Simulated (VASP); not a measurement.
Ca2AlO2, 5 atoms in the cell. The structure is orthorhombic, space group Cmmm (No. 65). Conventional cell: a = 6.028 Å, b = 7.382 Å, c = 4.467 Å, α = 90.00°, β = 90.00°, γ = 90.00°. Ca (site symmetry 2/m) has 2 O at 2.23 Å within 3.0 Å. Within 3.1 Å of Al (site symmetry mmm) lie 4 O at 2.38 Å. O (site symmetry 2/m) has 2 Ca at 2.23 Å and 2 Al at 2.38 Å within 3.0 Å. 

| Quantity | Value |
| --- | --- |
| Program | VASP 6.6.1 |
| Task | single point |
| Functional | PBE |
| Potentials or basis | VASP PAW PBE potentials, release 64 (Ca_sv, Al, O) |
| Cutoff | 520 eV |
| k mesh | 4 × 4 × 4 |
| Occupations | gaussian, width 0.1 eV |
| Spin | no spin polarisation |
| Dipole correction | no |
| Further INCAR settings | ALGO = Normal; EDIFF = 1e-06; NBANDS = 26 |

Potentials or basis: VASP PAW PBE potentials, release 64 (Ca_sv, Al, O).

Run with:

```bash
$ cat potpaw_PBE.64/Ca_sv/POTCAR potpaw_PBE.64/Al/POTCAR potpaw_PBE.64/O/POTCAR > POTCAR
$ mpirun -np 1 vasp_std > vasp.out
```

Hardware: 1 thread of Intel(R) Xeon(R) Platinum 8375C CPU @ 2.90GHz (Ice Lake) (shared host).

Problem. How long does it take, and how much memory?

Solution. Run time: 42 s on 1 thread of Intel(R) Xeon(R) Platinum 8375C CPU @ 2.90GHz (Ice Lake), with other jobs on the host, peak memory 0.23 GiB. Counts: scf iterations 14, k points 21.
